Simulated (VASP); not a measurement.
# Rh (P6_3/mmc) in VASP: a series of runs

Runs on Rh. Level: PBEsol. Tasks: single point.

Everything below comes from runs of VASP 6.6.1. Logs are shortened: lines on timing, memory, paths and dates and some standing lists are left out, and cuts for length are marked.

## Step 1: The cell of the first run

The structure is hexagonal, space group P6_3/mmc (No. 194). The conventional cell has a = 2.592 Å, b = 2.592 Å, c = 9.300 Å, α = 90.00°, β = 90.00°, γ = 120.00°. Rh (site symmetry -3m) has 12 Rh at 2.59 to 2.76 Å within 3.4 Å. Rh (site symmetry -6m2) has 12 Rh at 2.59 to 2.76 Å within 3.4 Å.

## Step 2: Single point, PBEsol

The input, INCAR:

```
SYSTEM = Rh
  PREC = Accurate
  ENCUT = 520
  EDIFF = 1E-6
  ISMEAR = 0
  SIGMA = 0.15
  LREAL = .False.
  LASPH = .True.
  NELM = 80
  ALGO = Fast
  ISIF = 2
  LWAVE = .False.
  LCHARG = .False.
  GGA = PS
  NBANDS = 38
```

The input, KPOINTS:

```
Automatic mesh
0
Gamma
  24 24 6
  0 0 0
```

The input, POSCAR:

```
Rh
1.0
    2.5917686436      0.0000000000      0.0000000000
   -1.2958843218      2.2445374861      0.0000000000
    0.0000000000      0.0000000000      9.2996585965
Rh
4
Direct
    0.0000000000      0.0000000000      0.0000000000
    0.3333333333      0.6666666667      0.2500000000
    0.0000000000      0.0000000000      0.5000000000
    0.6666666667      0.3333333333      0.7500000000
```

Potentials or basis: VASP PAW PBE potentials, release 64 (Rh_pv).

Run with:

```sh
cat potpaw_PBE.64/Rh_pv/POTCAR > POTCAR
mpirun -np 1 vasp_std > vasp.out
```

OUTCAR:

```text
SYSTEM = Rh
   PREC = Accurate
   ENCUT = 520
   EDIFF = 1E-6
   ISMEAR = 0
   LREAL = .False.
   LASPH = .True.
   NELM = 80
   ISIF = 2
   GGA = PS

 ion  position               nearest neighbor table
   1  0.000  0.000  0.000-   2 2.76   4 2.76   4 2.76   2 2.76   4 2.76   2 2.76
   2  0.333  0.667  0.250-   1 2.76   3 2.76   1 2.76   3 2.76   1 2.76   3 2.76
   3  0.000  0.000  0.500-   2 2.76   4 2.76   4 2.76   2 2.76   4 2.76   2 2.76
   4  0.667  0.333  0.750-   1 2.76   3 2.76   1 2.76   3 2.76   1 2.76   3 2.76

  LATTYP: Found a hexagonal cell.
 ALAT       =     2.5917686436
 C/A-ratio  =     3.5881515194

  Lattice vectors:

 A1 = (   2.5917686436,   0.0000000000,   0.0000000000)
 A2 = (  -1.2958843218,   2.2445374861,   0.0000000000)
 A3 = (   0.0000000000,   0.0000000000,   9.2996585965)

Analysis of symmetry for initial positions (statically):
=====================================================================
 Subroutine PRICEL returns:
 Original cell was already a primitive cell.

 Routine SETGRP: Setting up the symmetry group for a
 hexagonal supercell.

 Subroutine GETGRP returns: Found 24 space group operations
 (whereof 12 operations were pure point group operations)
 out of a pool of 24 trial point group operations.

The static configuration has the point symmetry D_3d.
 The point group associated with its full space group is D_6h.

Analysis of symmetry for dynamics (positions and initial velocities):
=====================================================================
 Subroutine PRICEL returns:
 Original cell was already a primitive cell.

 Routine SETGRP: Setting up the symmetry group for a
 hexagonal supercell.

 Subroutine GETGRP returns: Found 24 space group operations
 (whereof 12 operations were pure point group operations)
 out of a pool of 24 trial point group operations.

The dynamic configuration has the point symmetry D_3d.
 The point group associated with its full space group is D_6h.

 Subroutine INISYM returns: Found 24 space group operations
 (whereof 12 operations are pure point group operations),
 and found     1 'primitive' translations

----------------------------------------------------------------------------------------

                                     Primitive cell

  volume of cell :      54.0991

  direct lattice vectors                    reciprocal lattice vectors
     2.591768644  0.000000000  0.000000000     0.385836908  0.222763043  0.000000000
    -1.295884322  2.244537486  0.000000000     0.000000000  0.445526086  0.000000000
     0.000000000  0.000000000  9.299658597     0.000000000  0.000000000  0.107530829

  length of vectors
     2.591768644  2.591768644  9.299658597     0.445526086  0.445526086  0.107530829

  position of ions in fractional coordinates (direct lattice)
     0.000000000  0.000000000  0.000000000
     0.333333333  0.666666667  0.250000000
     0.000000000  0.000000000  0.500000000
     0.666666667  0.333333333  0.750000000

  ion indices of the primitive-cell ions
   primitive index   ion index
                 1           1
                 2           2
                 3           3
                 4           4

----------------------------------------------------------------------------------------

 KPOINTS: Automatic mesh

Automatic generation of k-mesh.
 Grid dimensions read from file:
 generate k-points for:   24   24    6

 Generating k-lattice:

  Cartesian coordinates                     Fractional coordinates (reciprocal lattice)
     0.016076538  0.009281793  0.000000000     0.041666667  0.000000000  0.000000000
     0.000000000  0.018563587  0.000000000     0.000000000  0.041666667  0.000000000
     0.000000000  0.000000000  0.017921805     0.000000000  0.000000000  0.166666667

  Length of vectors
     0.018563587  0.018563587  0.017921805

  Shift w.r.t. Gamma in fractional coordinates (k-lattice)
     0.000000000  0.000000000  0.000000000

 Subroutine IBZKPT returns following result:
 ===========================================

 Found    244 irreducible k-points:

 Following reciprocal coordinates:
            Coordinates               Weight
  0.000000  0.000000  0.000000      1.000000
  0.041667 -0.000000  0.000000      6.000000
  0.083333 -0.000000  0.000000      6.000000
  0.125000 -0.000000  0.000000      6.000000
  0.166667 -0.000000  0.000000      6.000000
  0.208333 -0.000000  0.000000      6.000000
[... 16 lines left out ...]
  0.416667  0.041667  0.000000     12.000000
  0.458333  0.041667  0.000000     12.000000
 [... further k-points ...]
   k-points           NKPTS =    244   k-points in BZ     NKDIM =    244   number of bands    NBANDS=     38
   number of dos      NEDOS =    301   number of ions     NIONS =      4
   total plane-waves  NPLWV =  28000
   dimension x,y,z NGX =    20 NGY =   20 NGZ =   70
   dimension x,y,z NGXF=    40 NGYF=   40 NGZF=  140
   ions per type =               4
   NGX,Y,Z   is equivalent  to a cutoff of  12.83, 12.83, 12.51 a.u.
   NGXF,Y,Z  is equivalent  to a cutoff of  25.66, 25.66, 25.03 a.u.
 SYSTEM =  Rh
   PREC   = accura    normal or accurate (medium, high low for compatibility)
   ISTART =      0    job   : 0-new  1-cont  2-samecut
   ICHARG =      2    charge: 1-file 2-atom 10-const
   ISPIN  =      1    spin polarized calculation?
   LNONCOLLINEAR =      F non collinear calculations
   LSORBIT =      F    spin-orbit coupling
   LASPH  =      T    aspherical Exc in radial PAW
   ENCUT  =  520.0 eV  38.22 Ry    6.18 a.u.   4.82  4.82 17.29*2*pi/ulx,y,z
   NELM   =     80;   NELMIN=  2; NELMDL= -5     # of ELM steps
   EDIFF  = 0.1E-05   stopping-criterion for ELM
   LREAL  =      F    real-space projection
   EDIFFG = 0.1E-04   stopping-criterion for IOM
   NSW    =      0    number of steps for IOM
   IBRION =     -1    ionic relax: 0-MD 1-quasi-New 2-CG
   NFREE  =      0    steps in history (QN), initial steepest desc. (CG)
   ISIF   =      2    stress and relaxation
   ISYM   =      2    0-nonsym 1-usesym 2-fastsym
   POTIM  = 0.5000    time-step for ionic-motion
   TEBEG  =    0.0;   TEEND  =   0.0 temperature during run
   PSTRESS=    0.0 pullay stress
   NELECT =      60.0000    total number of electrons
   NUPDOWN=      -1.0000    fix difference up-down
   EMIN   =  10.00;   EMAX   =-10.00  energy-range for DOS
   EFERMI =   0.00;   METHOD = LEGACY
   ISMEAR =     0;   SIGMA  =   0.15  broadening in eV -4-tet -1-fermi 0-gaus
   EFERMI_NEDOS =   21; number of points for ismear=-14 and -15
   IALGO  =     68    algorithm
   IMIX   =      4    mixing-type and parameters
     AMIX     =   0.40;   BMIX     =  1.00
     AMIX_MAG =   1.60;   BMIX_MAG =  1.00
  volume/ion in A,a.u.               =      13.52        91.27
  Fermi-wavevector in a.u.,A,eV,Ry     =   1.694579  3.202290 39.070474  2.871599
  Thomas-Fermi vector in A             =   2.775779
   LORBIT       =      0    0 simple, 1 ext, 2 COOP (PROOUT), +10 PAW based schemes
   GGA     = PS    functional components
   LHFCALC =     F    Hartree Fock is set to
   AEXX    =    0.0000 exact exchange contribution
   IVDW    =     0    specifies the selected vdW correction
   LEPSILON=     F    determine dielectric tensor
   LRPA    =     F    only Hartree local field effects (RPA)
 non-spin polarized calculation
 RMM-DIIS sequential band-by-band and
 Gauss-broadening in eV      SIGMA  =   0.15
  energy-cutoff  :      520.00
  volume of cell :       54.10
 maximum number of plane-waves:      1479
 NGX is ok and might be reduce to    20

 number of electron      59.9999982 magnetization

 Free energy of the ion-electron system (eV)
  ---------------------------------------------------
  ext. energy  EPLUGINS =         0.00000000
  ---------------------------------------------------
  free energy    TOTEN  =       -32.11731166 eV

  energy without entropy =      -32.05350840  energy(sigma->0) =      -32.08541003

 E-fermi :  12.0486     XC(G=0): -14.3128

 val. band max:       12.0483532803   @ k =   0.2083  -0.0000   0.3333
 cond. band min:      12.0485829927   @ k =   0.3333   0.3333   0.0000
 fundamental gap:      0.0002297124
 Fermi energy:        12.0485822965

 k-point     1 :       0.0000    0.0000    0.0000
  band No.  band energies     occupation
      1     -34.9055      2.00000
      2     -34.6165      2.00000
      3     -34.6034      2.00000
      4     -34.3246      2.00000
      5     -34.3246      2.00000
      6     -34.3050      2.00000
[... 30 lines left out ...]
     37      19.3895      0.00000
     38      25.3760      0.00000

 k-point     2 :       0.0417   -0.0000    0.0000
  band No.  band energies     occupation
      1     -34.9013      2.00000
      2     -34.6158      2.00000
      3     -34.6028      2.00000
      4     -34.3387      2.00000
      5     -34.3285      2.00000
      6     -34.3104      2.00000
[... 30 lines left out ...]
     37      19.3826      0.00000
     38      25.4344      0.00000

 k-point     3 :       0.0833   -0.0000    0.0000
  band No.  band energies     occupation
      1     -34.8888      2.00000
      2     -34.6145      2.00000
      3     -34.6019      2.00000
      4     -34.3799      2.00000
      5     -34.3475      2.00000
      6     -34.3405      2.00000
[... 30 lines left out ...]
     37      19.3638      0.00000
     38      25.6032      0.00000

 k-point     4 :       0.1250   -0.0000    0.0000
  band No.  band energies     occupation
      1     -34.8685      2.00000
      2     -34.6159      2.00000
      3     -34.6048      2.00000
      4     -34.4443      2.00000
      5     -34.4047      2.00000
      6     -34.3955      2.00000
[... 30 lines left out ...]
     37      19.3382      0.00000
     38      25.8680      0.00000
[... 703 lines left out ...]
      4     -34.9914      2.00000
      5     -34.6247      2.00000
      6     -34.5266      2.00000
[... 30 lines left out ...]
     37      20.8293      0.00000
     38      22.1998      0.00000

 k-point    23 :       0.4167    0.0417    0.0000
  band No.  band energies     occupation
      1     -35.1243      2.00000
      2     -35.0963      2.00000
      3     -35.0702      2.00000
      4     -35.0400      2.00000
      5     -34.5911      2.00000
      6     -34.5407      2.00000
[... 30 lines left out ...]
     37      21.3643      0.00000
     38      21.9034      0.00000

 k-point    24 :       0.4583    0.0417    0.0000
  band No.  band energies     occupation
      1     -35.1504      2.00000
      2     -35.1214      2.00000
      3     -35.0958      2.00000
      4     -35.0650      2.00000
      5     -34.5686      2.00000
      6     -34.5480      2.00000
[... 30 lines left out ...]
     37      21.5586      0.00000
     38      21.7733      0.00000

 [... further k-points ...]
[... 5 lines left out ...]
  --------------------------------------------------------------------------------------
  -------------------------------------------------------------------------------------
  Total        5.1993219      5.1993219     -6.9106211      0.0000000     -0.0000000     -0.0000000
  in kB      153.9810175    153.9810175   -204.6621643      0.0000000     -0.0000000     -0.0000000
  external PRESSURE =      34.4332902 kB  Pullay stress =       0.0000000 kB

 VOLUME and BASIS-vectors are now :
 -----------------------------------------------------------------------------
  energy-cutoff  :      520.00
  volume of cell :       54.10
      direct lattice vectors                 reciprocal lattice vectors
     2.591768644  0.000000000  0.000000000     0.385836908  0.222763043  0.000000000
    -1.295884322  2.244537486  0.000000000     0.000000000  0.445526086  0.000000000
     0.000000000  0.000000000  9.299658597     0.000000000  0.000000000  0.107530829

 POSITION                                       TOTAL-FORCE (eV/Angst)
 -----------------------------------------------------------------------------------
      0.00000      0.00000      0.00000         0.000000      0.000000      0.000000
     -0.00000      1.49636      2.32491        -0.000000      0.000000     -0.000000
      0.00000      0.00000      4.64983         0.000000      0.000000      0.000000
      1.29588      0.74818      6.97474         0.000000     -0.000000     -0.000000
 -----------------------------------------------------------------------------------
    total drift:                                0.000000     -0.000000      0.000000

  FREE ENERGIE OF THE ION-ELECTRON SYSTEM (eV)
  ---------------------------------------------------
  free  energy   TOTEN  =       -32.1173116561 eV

  energy  without entropy=      -32.0535084010  energy(sigma->0) =      -32.08541003
```

It took 4.9 min on 1 thread of AMD EPYC 9R45 (Zen 5), shared host; peak memory 0.4 GiB.

What came out:

| Quantity | Value |
| --- | --- |
| Free energy | -32.1173 eV |
| Pressure | 3.4 GPa |
| Band gap on the k mesh | zero (band 30 reaches 13.19 eV, above the bottom of band 31 at 10.96 eV) |

Levels at points of the mesh, in eV from the Fermi level:
```
           k point  band 27  band 28  band 29  band 30  band 31  band 32  band 33  band 34
(0.00, 0.00, 0.00)    -2.77    -1.00    -1.00    -0.45    -0.45    -0.24    -0.22    -0.22
(0.50, 0.00, 0.00)     0.44     0.82     1.07     1.14     1.16     1.23     1.47     2.38
(0.00, 0.00, 0.50)    -1.81    -1.81    -0.80    -0.80    -0.80    -0.80     0.18     0.18
(0.50, 0.00, 0.50)    -0.12    -0.12     1.09     1.09     1.21     1.21     3.03     3.03
```

Caveat: the PAW data sets were made with another functional, which shifts forces and pressure a little.

## Step 3: Single point, PBEsol

This run uses another cell than the first one, of the same volume but with other edges.

The input, INCAR:

```
PREC     = Accurate       # precision mode
ENCUT    = 520            # plane-wave cutoff, eV
EDIFF    = 1E-6           # SCF threshold, eV
ISMEAR   = 0              # smearing method
SIGMA    = 0.15           # smearing width, eV
LREAL    = False          # projectors in reciprocal space
LASPH    = True           # aspherical terms in the spheres
NELM     = 80             # most SCF steps
ALGO     = Fast           # electronic algorithm
ISIF     = 2              # what is computed and relaxed
LWAVE    = False          # write WAVECAR
LCHARG   = True           # write CHGCAR
GGA      = PS             # functional
LELF     = True           # ELF
LVHAR    = True         
NBANDS   = 38             # bands
```

The input, KPOINTS:

```
regular mesh
0
Gamma
  24 24 6
```

The input, POSCAR:

```
Rh
1.0
    2.7120855324      0.0000000000      0.0000000000
   -1.3560427662      2.3487349683      0.0000000000
    0.0000000000      0.0000000000      8.4928353372
Rh
4
Direct
    0.0000000000      0.0000000000      0.0000000000
    0.3333333333      0.6666666667      0.2500000000
    0.0000000000      0.0000000000      0.5000000000
    0.6666666667      0.3333333333      0.7500000000
```

Potentials or basis: VASP PAW PBE potentials, release 64 (Rh_pv).

Run with:

```sh
cat potpaw_PBE.64/Rh_pv/POTCAR > POTCAR
mpirun -np 1 vasp_std > vasp.out
```

OUTCAR:

```text
PREC = Accurate
   ENCUT = 520
   EDIFF = 1E-6
   ISMEAR = 0
   LREAL = False
   LASPH = True
   NELM = 80
   ISIF = 2
   GGA = PS

 ion  position               nearest neighbor table
   1  0.000  0.000  0.000-   2 2.64   4 2.64   4 2.64   2 2.64   4 2.64   2 2.64
   2  0.333  0.667  0.250-   1 2.64   3 2.64   1 2.64   3 2.64   1 2.64   3 2.64
   3  0.000  0.000  0.500-   2 2.64   4 2.64   4 2.64   2 2.64   4 2.64   2 2.64
   4  0.667  0.333  0.750-   1 2.64   3 2.64   1 2.64   3 2.64   1 2.64   3 2.64

  LATTYP: Found a hexagonal cell.
 ALAT       =     2.7120855324
[... 1179 lines left out ...]

 [... further k-points ...]
[... 5 lines left out ...]
  --------------------------------------------------------------------------------------
  -------------------------------------------------------------------------------------
  Total       -1.4327390     -1.4327390      3.5426859      0.0000000      0.0000000      0.0000000
  in kB      -42.4314193    -42.4314193    104.9187559      0.0000000      0.0000000      0.0000000
  external PRESSURE =       6.6853058 kB  Pullay stress =       0.0000000 kB

 VOLUME and BASIS-vectors are now :
 -----------------------------------------------------------------------------
  energy-cutoff  :      520.00
  volume of cell :       54.10
      direct lattice vectors                 reciprocal lattice vectors
     2.712085532  0.000000000  0.000000000     0.368719935  0.212880553  0.000000000
    -1.356042766  2.348734968  0.000000000     0.000000000  0.425761107  0.000000000
     0.000000000  0.000000000  8.492835337     0.000000000  0.000000000  0.117746307

 POSITION                                       TOTAL-FORCE (eV/Angst)
 -----------------------------------------------------------------------------------
      0.00000      0.00000      0.00000        -0.000000      0.000000     -0.000000
     -0.00000      1.56582      2.12321         0.000000      0.000000     -0.000000
      0.00000      0.00000      4.24642        -0.000000      0.000000     -0.000000
      1.35604      0.78291      6.36963        -0.000000     -0.000000      0.000000
 -----------------------------------------------------------------------------------
    total drift:                                0.000000     -0.000000      0.000000

  FREE ENERGIE OF THE ION-ELECTRON SYSTEM (eV)
  ---------------------------------------------------
  free  energy   TOTEN  =       -32.4351053060 eV

  energy  without entropy=      -32.3714835337  energy(sigma->0) =      -32.40329442
```

OSZICAR:

```text
N       E                     dE             d eps       ncg     rms          rms(c)
DAV:   1     0.772190645491E+03    0.77219E+03   -0.36674E+04 18768   0.184E+03
DAV:   2    -0.936485708632E+01   -0.78156E+03   -0.75941E+03 19440   0.575E+02
DAV:   3    -0.346738031438E+02   -0.25309E+02   -0.24662E+02 20474   0.113E+02
DAV:   4    -0.349158797904E+02   -0.24208E+00   -0.24186E+00 20596   0.112E+01
DAV:   5    -0.349199773838E+02   -0.40976E-02   -0.40975E-02 20642   0.147E+00    0.232E+01
RMM:   6    -0.325222095258E+02    0.23978E+01   -0.69124E+00 18614   0.176E+01    0.756E+00
RMM:   7    -0.324696396244E+02    0.52570E-01   -0.60950E-01 19034   0.409E+00    0.317E+00
RMM:   8    -0.324833345600E+02   -0.13695E-01   -0.13312E-01 19086   0.225E+00    0.268E+00
RMM:   9    -0.324393802486E+02    0.43954E-01   -0.73118E-02 19050   0.202E+00    0.875E-01
RMM:  10    -0.324350601308E+02    0.43201E-02   -0.10991E-02 19789   0.760E-01    0.454E-02
RMM:  11    -0.324351094327E+02   -0.49302E-04   -0.77130E-04 19842   0.190E-01    0.306E-02
RMM:  12    -0.324351041669E+02    0.52657E-05   -0.15045E-04 20124   0.107E-01    0.746E-03
RMM:  13    -0.324351036165E+02    0.55039E-06   -0.32774E-05 22419   0.448E-02    0.621E-03
RMM:  14    -0.324351058072E+02   -0.21906E-05   -0.85216E-06 19421   0.263E-02    0.363E-03
RMM:  15    -0.324351047897E+02    0.10174E-05   -0.31279E-06 13181   0.152E-02    0.182E-03
RMM:  16    -0.324351053060E+02   -0.51631E-06   -0.10864E-06 10334   0.903E-03
   1 F= -.32435105E+02 E0= -.32403294E+02  d E =-.636218E-01
```

It took 4.9 min on 1 thread of AMD EPYC 9R45 (Zen 5), shared host; peak memory 0.39 GiB.

What came out:

* Free energy: -32.4351 eV
* Pressure: 0.7 GPa
* Band gap on the k mesh: zero (band 30 reaches 12.82 eV, above the bottom of band 31 at 10.87 eV)

Stress tensor (GPa, compression positive):
```
-4.24  0.00  0.00
 0.00 -4.24  0.00
 0.00  0.00 10.49
```

Caveat: the PAW data sets were made with another functional, which shifts forces and pressure a little.
